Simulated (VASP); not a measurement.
Set up this calculation in VASP 6.6.1, as the native input.

* Task: single point
* Functional: PBE
* Potentials or basis: VASP PAW PBE potentials, release 64 (B, P)
* Cutoff: 500 eV
* k mesh: 6 × 5 × 4
* Occupations: gaussian, width 0.2 eV
* Spin: no spin polarisation
* Dipole correction: no
* Further INCAR settings: ALGO = Normal; EDIFF = 1e-06; NBANDS = 14

The structure of BP2 lies in POSCAR:

```
BP2
1.0
    3.2461761432      0.0000000000     -0.2927835059
    0.0000000000      3.0860199365      0.0000000000
   -1.0808435223      0.0000000000      4.3226223565
B P
1 2
Direct
    0.5000000000      0.3528473351      0.0000000000
    0.6622899197      0.8528410625      0.3092376770
    0.3377100803      0.8528410625      0.6907623230
```

The cell was built from a structure type or drawn by symmetry, and may not be a known phase.

One way to write it, as run:

INCAR

```
PREC = Accurate
ENCUT = 500
EDIFF = 1E-6
ISMEAR = 0
SIGMA = 0.2
LREAL = False
LASPH = True
NELM = 120
ALGO = Normal
ISIF = 2
LWAVE = False
LCHARG = False
GGA = PE
NBANDS = 14
GGA_COMPAT = False
```

KPOINTS

```
regular mesh
0
Gamma
  6 5 4
```

Potentials or basis: VASP PAW PBE potentials, release 64 (B, P).

Launch:

```console
$ cat potpaw_PBE.64/B/POTCAR potpaw_PBE.64/P/POTCAR > POTCAR
$ mpirun -np 1 vasp_std > vasp.out
```

It gave:

```yaml
Pressure: -0.2 GPa
Largest_force: 0.007 eV/Å
Band_gap_on_the_k_mesh: zero (an odd number of electrons rules out a gap without spin polarisation)
```

Caveat: the k points lie up to 0.41 Å⁻¹ apart, too coarse for converged energies and pressures of a metal.

It took 27 s on 1 thread of Intel Xeon 8259CL (shared host), peak memory 0.15 GiB.
